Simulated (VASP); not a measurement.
# Ba (P6/mmm) in VASP: further runs, part 2 of 2

VASP 6.6.1. Earlier steps stand in the parts before.

**4. Single point, LDA (strain -0.080 along x and y, +0.040 along z)**

Input file INCAR:

```
SYSTEM = Ba
PREC = Accurate
ENCUT = 520
EDIFF = 1E-7
ISMEAR = 0
SIGMA = 0.15
LREAL = .False.
LASPH = .True.
NELM = 100
ALGO = Normal
ISIF = 2
LWAVE = .False.
LCHARG = .True.
LELF = .True.
LVHAR = .True.
NBANDS = 11
```

Input file KPOINTS:

```
regular mesh
0
Gamma
  15 15 12
  0 0 0
```

Input file POSCAR:

```
Ba
1.0
    3.9666846021      0.0000000000      0.0000000000
   -1.9833423011      3.4352496342      0.0000000000
    0.0000000000      0.0000000000      4.0699498320
Ba
1
Direct
    0.0000000000      0.0000000000      0.0000000000
```

Potentials or basis: VASP PAW LDA potentials, release 64 (Ba_sv).

On the command line:

```sh
$ cat potpaw_LDA.64/Ba_sv/POTCAR > POTCAR
$ mpirun -np 1 vasp_std > vasp.out
```

OUTCAR:

```text
SYSTEM = Ba
   PREC = Accurate
   ENCUT = 520
   EDIFF = 1E-7
   ISMEAR = 0
   LREAL = .False.
   LASPH = .True.
   NELM = 100
   ISIF = 2

 ion  position               nearest neighbor table
   1  0.000  0.000  0.000-

  LATTYP: Found a hexagonal cell.
 ALAT       =     3.9666846021
 C/A-ratio  =     1.0260331335

  Lattice vectors:

 A1 = (   3.9666846021,   0.0000000000,   0.0000000000)
 A2 = (  -1.9833423011,   3.4352496342,   0.0000000000)
 A3 = (   0.0000000000,   0.0000000000,   4.0699498320)

Analysis of symmetry for initial positions (statically):
=====================================================================
 Subroutine PRICEL returns:
 Original cell was already a primitive cell.

 Routine SETGRP: Setting up the symmetry group for a
 hexagonal supercell.

 Subroutine GETGRP returns: Found 24 space group operations
 (whereof 24 operations were pure point group operations)
 out of a pool of 24 trial point group operations.

The static configuration has the point symmetry D_6h.

Analysis of symmetry for dynamics (positions and initial velocities):
=====================================================================
 Subroutine PRICEL returns:
 Original cell was already a primitive cell.

 Routine SETGRP: Setting up the symmetry group for a
 hexagonal supercell.

 Subroutine GETGRP returns: Found 24 space group operations
 (whereof 24 operations were pure point group operations)
 out of a pool of 24 trial point group operations.

The dynamic configuration has the point symmetry D_6h.

 Subroutine INISYM returns: Found 24 space group operations
 (whereof 24 operations are pure point group operations),
 and found     1 'primitive' translations

----------------------------------------------------------------------------------------

                                     Primitive cell

  volume of cell :      55.4594

[... 111 lines left out ...]
   GGA     = CA    functional components
   LHFCALC =     F    Hartree Fock is set to
   AEXX    =    0.0000 exact exchange contribution
   IVDW    =     0    specifies the selected vdW correction
   LEPSILON=     F    determine dielectric tensor
   LRPA    =     F    only Hartree local field effects (RPA)
 non-spin polarized calculation
 Gauss-broadening in eV      SIGMA  =   0.15
  energy-cutoff  :      520.00
  volume of cell :       55.46
 maximum number of plane-waves:      1527
 NGX is ok and might be reduce to    30
   NGX = 15   NGY = 15   NGZ = 15

 number of electron      10.0000000 magnetization

 Free energy of the ion-electron system (eV)
  ---------------------------------------------------
  ext. energy  EPLUGINS =         0.00000000
  ---------------------------------------------------
  free energy    TOTEN  =        -2.05202349 eV

  energy without entropy =       -2.03681621  energy(sigma->0) =       -2.04441985

 E-fermi :   1.8239     XC(G=0):  -8.0159

 val. band max:        1.8031126840   @ k =   0.3333   0.2667   0.3333
 cond. band min:       1.8386659117   @ k =   0.4000   0.0667   0.2500
 fundamental gap:      0.0355532277
 Fermi energy:         1.8239021235

 k-point     1 :       0.0000    0.0000    0.0000
  band No.  band energies     occupation
      1     -26.9522      2.00000
      2     -11.8904      2.00000
      3     -11.6588      2.00000
      4     -11.6588      2.00000
      5      -0.8531      2.00000
      6       1.8014      1.16822
      7       3.8161      0.00000
      8       3.8161      0.00000
      9       7.1858      0.00000
     10       7.1858      0.00000
     11       8.6904      0.00000
[... 309 lines left out ...]
 k-point    24 :       0.4000    0.2000    0.0000
  band No.  band energies     occupation
      1     -26.8261      2.00000
      2     -12.5619      2.00000
      3     -12.1325      2.00000
      4     -11.7435      2.00000
      5       1.6970      1.76860
      6       2.6391      0.00000
      7       3.1986      0.00000
      8       4.3737      0.00000
      9       5.5666      0.00000
     10       7.5152      0.00000
     11       7.8305      0.00000

 [... further k-points ...]

------------------------ aborting loop because EDIFF is reached ----------------------------------------

  FORCE on cell =-STRESS in cart. coord.  units (eV):
  Direction    XX          YY          ZZ          XY          YZ          ZX
  --------------------------------------------------------------------------------------
  -------------------------------------------------------------------------------------
  Total        0.2488812      0.2488812     -0.7815304     -0.0000000      0.0000000      0.0000000
  in kB        7.1899808      7.1899808    -22.5777911     -0.0000000      0.0000000      0.0000000
  external PRESSURE =      -2.7326099 kB  Pullay stress =       0.0000000 kB

 VOLUME and BASIS-vectors are now :
 -----------------------------------------------------------------------------
  energy-cutoff  :      520.00
  volume of cell :       55.46
      direct lattice vectors                 reciprocal lattice vectors
     3.966684602  0.000000000  0.000000000     0.252099700  0.145549830  0.000000000
    -1.983342301  3.435249634  0.000000000     0.000000000  0.291099660  0.000000000
     0.000000000  0.000000000  4.069949832     0.000000000  0.000000000  0.245703274

 POSITION                                       TOTAL-FORCE (eV/Angst)
 -----------------------------------------------------------------------------------
      0.00000      0.00000      0.00000        -0.000000      0.000000      0.000000
 -----------------------------------------------------------------------------------
    total drift:                                0.000000      0.000000     -0.000000

  FREE ENERGIE OF THE ION-ELECTRON SYSTEM (eV)
  ---------------------------------------------------
  free  energy   TOTEN  =        -2.0520234937 eV

  energy  without entropy=       -2.0368162110  energy(sigma->0) =       -2.04441985
```

Run time: 71 s. Hardware: 1 thread of Intel Xeon Platinum 8375C at 2.90GHz (Ice Lake), shared host; peak memory 0.23 GiB.

Results:

- Free energy: -2.0520 eV
- Pressure: -0.3 GPa
- Band gap on the k mesh: zero (band 5 reaches 2.66 eV, above the bottom of band 6 at 1.45 eV)

Stress tensor (GPa, compression positive):
```
 0.72  0.00  0.00
 0.00  0.72  0.00
 0.00  0.00 -2.26
```

Caveat: the cell differs from its parent crystal (strain -0.080 along x and y, +0.040 along z); spin-orbit coupling is left out, which moves the levels of the heavy elements.

**5. Single point, LDA (strain -0.080 along x and y, +0.080 along z)**

Input file INCAR:

```
SYSTEM = Ba
ALGO = Normal
EDIFF = 1E-6
ENCUT = 520
GGA = CA
ISIF = 2
ISMEAR = 0
LASPH = .True.
LCHARG = .False.
LREAL = .False.
LWAVE = .False.
NBANDS = 11
NELM = 60
PREC = Accurate
SIGMA = 0.15
```

Input file KPOINTS:

```
k-points
0
Gamma
  15 15 12
  0 0 0
```

POSCAR, as its differences from that of step 4:

```diff
@@ -4,3 +4,3 @@
    -1.9833423011      3.4352496342      0.0000000000
-    0.0000000000      0.0000000000      4.0699498320
+    0.0000000000      0.0000000000      4.2264863640
 Ba
```

On the command line:

```sh
$ cat potpaw_LDA.64/Ba_sv/POTCAR > POTCAR
$ mpirun -np 1 vasp_std > vasp.out
```

Run time: 65 s. Hardware: 1 thread of Intel Xeon Platinum 8375C at 2.90GHz (Ice Lake), shared host; peak memory 0.24 GiB.

The run converged. Its results:

```yaml
Free_energy: -2.0175 eV
Pressure: -0.5 GPa
Band_gap_on_the_k_mesh: zero (band 5 reaches 2.54 eV, above the bottom of band 6 at 1.28 eV)
```

Stress tensor (GPa, compression positive):
```
 0.77  0.00  0.00
 0.00  0.77  0.00
 0.00  0.00 -2.89
```

Levels at points of the mesh, in eV from the Fermi level:
```
           k point  band 1  band 2  band 3  band 4  band 5  band 6  band 7  band 8  band 9  band 10
(0.00, 0.00, 0.00)  -28.79  -13.80  -13.49  -13.49   -2.64    0.00    2.02    2.02    5.18     5.18
(0.00, 0.00, 0.50)  -28.76  -14.24  -13.46  -13.46   -1.16    0.60    2.31    2.31    3.82     3.82
```

Caveat: the cell differs from its parent crystal (strain -0.080 along x and y, +0.080 along z); spin-orbit coupling is left out, which moves the levels of the heavy elements.

**6. Single point, LDA (strain +0.000 along x and y, -0.080 along z)**

Input file INCAR:

```
  ALGO = Normal
  EDIFF = 1E-6
  ENCUT = 520
  ISIF = 2
  ISMEAR = 0
  LASPH = True
  LCHARG = True
  LELF = True
  LREAL = False
  LVHAR = True
  LWAVE = False
  NBANDS = 11
  NELM = 80
  PREC = Accurate
  SIGMA = 0.15
```

Input file KPOINTS:

```
k-points
0
Gamma
  15 15 12
```

Input file POSCAR:

```
Ba
1.0
    4.3116136979      0.0000000000      0.0000000000
   -2.1558068490      3.7339669937      0.0000000000
    0.0000000000      0.0000000000      3.6003402360
Ba
1
Direct
    0.0000000000      0.0000000000      0.0000000000
```

Potentials or basis: VASP PAW LDA potentials, release 64 (Ba_sv).

On the command line:

```sh
$ cat potpaw_LDA.64/Ba_sv/POTCAR > POTCAR
$ mpirun -np 1 vasp_std > vasp.out
```

Wall time 47 s (1 thread of Intel Xeon Platinum 8375C at 2.90GHz (Ice Lake), shared host); peak memory 0.24 GiB.

The run converged. Its results:

```yaml
Free_energy: -2.0279 eV
Pressure: -0.7 GPa
Band_gap_on_the_k_mesh: zero (band 5 reaches 2.08 eV, above the bottom of band 6 at 1.39 eV)
```

Stress tensor (GPa, compression positive):
```
-2.03  0.00  0.00
 0.00 -2.03  0.00
 0.00  0.00  1.91
```

Levels at points of the mesh, in eV from the Fermi level:
```csv
k point,band 2,band 3,band 4,band 5,band 6,band 7,band 8,band 9
"(0.00, 0.00, 0.00)",-13.92,-13.92,-13.49,-2.73,-0.12,1.56,1.56,5.51
"(0.00, 0.00, 0.50)",-14.96,-13.75,-13.75,-0.49,1.22,2.12,2.12,2.47
```

Caveat: the cell differs from its parent crystal (strain +0.000 along x and y, -0.080 along z); spin-orbit coupling is left out, which moves the levels of the heavy elements.

**7. Single point, LDA (strain -0.040 along x and y, +0.000 along z)**

Input file INCAR:

```
SYSTEM = Ba
PREC = Accurate
ENCUT = 520
EDIFF = 1E-6
ISMEAR = 0
SIGMA = 0.15
LREAL = .False.
LASPH = .True.
NELM = 80
ALGO = Normal
ISIF = 2
LWAVE = .False.
LCHARG = .False.
GGA = CA
NBANDS = 11
```

Input file KPOINTS:

```
regular mesh
0
Gamma
  15 15 12
  0 0 0
```

Input file POSCAR:

```
Ba
1.0
    4.1391491500      0.0000000000      0.0000000000
   -2.0695745750      3.5846083139      0.0000000000
    0.0000000000      0.0000000000      3.9134133000
Ba
1
Direct
    0.0000000000      0.0000000000      0.0000000000
```

On the command line:

```sh
$ cat potpaw_LDA.64/Ba_sv/POTCAR > POTCAR
$ mpirun -np 1 vasp_std > vasp.out
```

Wall time 53 s (1 thread of Intel Xeon Platinum 8375C at 2.90GHz (Ice Lake), shared host); peak memory 0.24 GiB.

Results (log left out):

- Free energy: -2.0762 eV
- Pressure: -0.8 GPa
- Band gap on the k mesh: zero (band 5 reaches 2.27 eV, above the bottom of band 6 at 1.49 eV)

Stress tensor (GPa, compression positive):
```
-0.62  0.00  0.00
 0.00 -0.62  0.00
 0.00  0.00 -1.09
```

Levels at points of the mesh, in eV from the Fermi level:
```tsv
k point	band 1	band 2	band 3	band 4	band 5	band 6	band 7	band 8	band 9	band 10
(0.00, 0.00, 0.00)	-28.91	-13.76	-13.76	-13.75	-2.75	-0.03	1.77	1.77	5.15	5.15
(0.00, 0.00, 0.50)	-28.84	-14.54	-13.69	-13.69	-0.94	0.84	2.30	2.30	2.96	2.96
```

Caveat: the cell differs from its parent crystal (strain -0.040 along x and y, +0.000 along z); spin-orbit coupling is left out, which moves the levels of the heavy elements.

**8. The runs side by side**

| cell | gap on the mesh (eV) | pressure (GPa) |
| --- | --- | --- |
| a = 3.967, b = 3.967, c = 3.913 Å, angles 90.0, 90.0, 120.0°, 1 atom | none | 0.0 |
| a = 4.139, b = 4.139, c = 3.600 Å, angles 90.0, 90.0, 120.0°, 1 atom | none | -0.1 |
| a = 3.967, b = 3.967, c = 4.070 Å, angles 90.0, 90.0, 120.0°, 1 atom | none | -0.3 |
| a = 3.967, b = 3.967, c = 4.226 Å, angles 90.0, 90.0, 120.0°, 1 atom | none | -0.5 |
| a = 4.312, b = 4.312, c = 3.600 Å, angles 90.0, 90.0, 120.0°, 1 atom | none | -0.7 |
| a = 4.139, b = 4.139, c = 3.913 Å, angles 90.0, 90.0, 120.0°, 1 atom | none | -0.8 |

Alike in all rows: task single point; level LDA; potentials or basis VASP PAW LDA potentials, release 64 (Ba_sv); no spin polarisation; k mesh 15 × 15 × 12; cutoff (eV) 520; smearing gaussian 0.15 eV.

Caveats: spin-orbit coupling is left out, which moves the levels of the heavy elements.

Total energies depend on the potentials used, so only differences within one code and one set of settings carry meaning.
